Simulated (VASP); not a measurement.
Wanted: the native input for a VASP 6.6.1 run.

- Task: single point
- Functional: PBE
- Potentials or basis: VASP PAW PBE potentials, release 64 (Ru_pv)
- Cutoff: 520 eV
- k mesh: 18 × 18 × 10
- Occupations: gaussian, width 0.05 eV
- Spin: non-collinear spin, zero start, spin-orbit coupling
- Starting moments: [[0.0, 0.0, 0.0], [0.0, 0.0, 0.0]] μB
- Dipole correction: no
- Further INCAR settings: ALGO = Normal; EDIFF = 1e-06; NBANDS = 40

The structure of Ru lies in POSCAR:

```
Ru
1.0
    2.7231190925      0.0000000000      0.0000000000
   -1.3615595462      2.3582903116      0.0000000000
    0.0000000000      0.0000000000      4.3020527109
Ru
2
Direct
    0.3333333333      0.6666666667      0.7500000000
    0.6666666667      0.3333333333      0.2500000000
```

The input as run:

INCAR

```
SYSTEM = Ru
PREC = Accurate ; ENCUT = 520
EDIFF = 1E-6 ; ISMEAR = 0
SIGMA = 0.05 ; LREAL = .False.
LASPH = .True. ; NELM = 150
ALGO = Normal ; ISIF = 2
LWAVE = .False. ; LCHARG = .False.
LNONCOLLINEAR = .True. ; MAGMOM = 0 0 0 0 0 0
LORBIT = 11 ; LSORBIT = .True.
GGA_COMPAT = .False. ; LORBMOM = .True.
LMAXMIX = 4 ; GGA = PE
NBANDS = 40
```

KPOINTS

```
Automatic mesh
0
Gamma
  18 18 10
  0 0 0
```

Potentials or basis: VASP PAW PBE potentials, release 64 (Ru_pv).

The run is started by

```sh
$ cat potpaw_PBE.64/Ru_pv/POTCAR > POTCAR
$ mpirun -np 1 vasp_ncl > vasp.out
```

It gave:

| Property | Result |
| --- | --- |
| Pressure | -1.0 GPa |
| Net moment | 0.00 μB per cell |
| Valence electrons inside the program's atomic spheres | Ru 12.64 |

Wall time 7.7 min on 1 thread of Oxide Virtual Turin-like Processor, on a shared host, peak memory 0.39 GiB.
